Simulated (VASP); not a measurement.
A run of VASP 6.6.1 is set up as follows.

Contents of INCAR:

```
SYSTEM = CdF2
ALGO = Normal
EDIFF = 1E-6
ENCUT = 700
GGA = CA
GGA_COMPAT = .False.
ISIF = 2
ISMEAR = -1
LASPH = .True.
LCHARG = .False.
LREAL = .False.
LWAVE = .False.
NBANDS = 24
NELM = 120
PREC = Accurate
SIGMA = 0.05
```

KPOINTS

```
k-points
0
Gamma
  9 9 9
  0 0 0
```

File POSCAR:

```
CdF2
1.0
    0.0000000000      2.7294514339      2.7294514339
    2.7294514339      0.0000000000      2.7294514339
    2.7294514339      2.7294514339      0.0000000000
Cd F
1 2
Direct
    0.0000000000      0.0000000000      0.0000000000
    0.7500000000      0.7500000000      0.7500000000
    0.2500000000      0.2500000000      0.2500000000
```

Potentials or basis: VASP PAW LDA potentials, release 64 (Cd_sv_GW, F).

Launch:

```sh
$ cat potpaw_LDA.64/Cd_sv_GW/POTCAR potpaw_LDA.64/F/POTCAR > POTCAR
$ mpirun -np 1 vasp_std > vasp.out
```

Q: What does it give for the pressure?

A: -9.4 GPa.

Q: Estimate the band gap on the k mesh.

A: 2.71 eV (least direct gap 3.21 eV).

Caveat: the cell stands under tension; an odd mesh through Γ misses points on the zone boundary, where band edges can lie.
